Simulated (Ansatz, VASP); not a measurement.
# One calculation of Ta2N, two programs

Contents of INCAR:

```
SYSTEM = Ta2N
PREC     = Accurate       ! precision mode
ENCUT    = 520            ! plane-wave cutoff, eV
EDIFF    = 1E-6           ! SCF threshold, eV
ISMEAR   = 0              ! smearing method
SIGMA    = 0.15           ! smearing width, eV
LREAL    = .False.        ! projectors in reciprocal space
LASPH    = .True.         ! aspherical terms in the spheres
NELM     = 60             ! most SCF steps
ALGO     = Normal         ! electronic algorithm
ISIF     = 2              ! what is computed and relaxed
LWAVE    = .False.        ! write WAVECAR
LCHARG   = .True.         ! write CHGCAR
GGA      = PS             ! functional
LELF     = .True.         ! ELF
LVHAR    = .True.       
NBANDS   = 20             ! bands
```

The input KPOINTS:

```
regular mesh
0
Gamma
  18 18 10
  0 0 0
```

Contents of POSCAR:

```
Ta2N
1.0
    3.0786153869      0.0000000000      0.0000000000
   -1.5393076935      2.6661591336      0.0000000000
    0.0000000000      0.0000000000      4.8232571780
Ta N
2 1
Direct
    0.6479130974      0.2958261948      0.7462554481
    0.3520869026      0.7041738052      0.2537445519
    0.0000000000      0.0000000000      0.0000000000
```

Input for Ansatz:

```yaml
crystal:
  lattice:
    - [3.0786153869, 0.0, 0.0]
    - [-1.5393076935, 2.6661591336, 0.0]
    - [0.0, 0.0, 4.823257178]
  atoms:
    - { symbol: Ta, position: [0.6479130974, 0.2958261948, 0.7462554481] }
    - { symbol: Ta, position: [0.3520869026, 0.7041738052, 0.2537445519] }
    - { symbol: "N", position: [0.0, 0.0, 0.0] }
basis:
  ecutwfc: 420
kpoints:
  mp_grid: { grid: [18, 18, 10] }
hamiltonian:
  xc: pbesol
scf:
  occupations: { method: gaussian, width: 0.15 }
output:
  forces: true
  stress: true
  eigenvalues: true
  write_density: true
  write_potential: true
  elf: true
  volumetric_format: npy
```

Change from the starting cell: mode 4 (105.5 1/cm) frozen in, largest displacement +0.100 Å.

Alike in both runs: task single point; functional PBEsol; k mesh 18 × 18 × 10; occupations gaussian, width 0.15 eV; no spin polarisation.

|  | VASP | Ansatz |
| --- | --- | --- |
| version | VASP 6.6.1 | Ansatz 0.2.0 |
| potentials or method | VASP PAW PBE potentials, release 64 (Ta_pv, N), cutoff 520 eV | scalar-relativistic, plane waves, PAW |
| valence electrons in the cell | 27 | 31 |

Ansatz gave:

```
gap on the k mesh at the Fermi level (eV)                     : none
pressure (GPa)                                                : 1.6
traceless stress, the component that is largest in VASP (GPa) : -3.26
rms of the force components (eV/Å)                            : 0.376
```

Which values does VASP return?

gap on the k mesh at the Fermi level (eV): none; pressure (GPa): 2.2; traceless stress, the component that is largest in VASP (GPa): -3.33; rms of the force components (eV/Å): 0.386.

VASP's potentials were made for PBE, not for PBEsol. Atom by atom the forces differ by 0.028 eV/Å (rms over components). A gap of «none» marks a metal or a gap that the smearing closes. VASP's potentials hold 27 valence electrons a cell and Ansatz's 31, so a difference there can come from the potentials and not from the codes.

Neither program's run includes spin-orbit coupling.
